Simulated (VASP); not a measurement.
Mg, 1 atom in the cell. The structure is trigonal, space group R-3m (No. 166). The conventional cell has a = 4.472 Å, b = 4.472 Å, c = 3.861 Å, α = 90.00°, β = 90.00°, γ = 120.00°. Within 3.9 Å of Mg (site symmetry -3m) lie 14 Mg at 2.88 to 3.86 Å.  This cell differs from its parent crystal: ratio of the length along [111] to the lengths across it x 1.41, volume and fractional coordinates fixed.

| Quantity | Value |
| --- | --- |
| Program | VASP 6.6.1 |
| Task | single point |
| Functional | LDA |
| Potentials or basis | VASP PAW LDA potentials, release 64 (Mg) |
| Cutoff | 520 eV |
| k mesh | 20 × 20 × 20 |
| Occupations | gaussian, width 0.15 eV |
| Spin | no spin polarisation |
| Dipole correction | no |
| Further INCAR settings | ALGO = Normal; EDIFF = 1e-06; NBANDS = 7 |

Potentials or basis: VASP PAW LDA potentials, release 64 (Mg).

Command:

```sh
$ cat potpaw_LDA.64/Mg/POTCAR > POTCAR
$ mpirun -np 1 vasp_std > vasp.out
```

Hardware: 1 thread of Intel Xeon 8259CL (shared host).

Estimate the wall time of this run.

It took 44 s on 1 thread of Intel Xeon 8259CL, on a shared host, peak memory 0.24 GiB. Counts: scf iterations 9, k points 781.
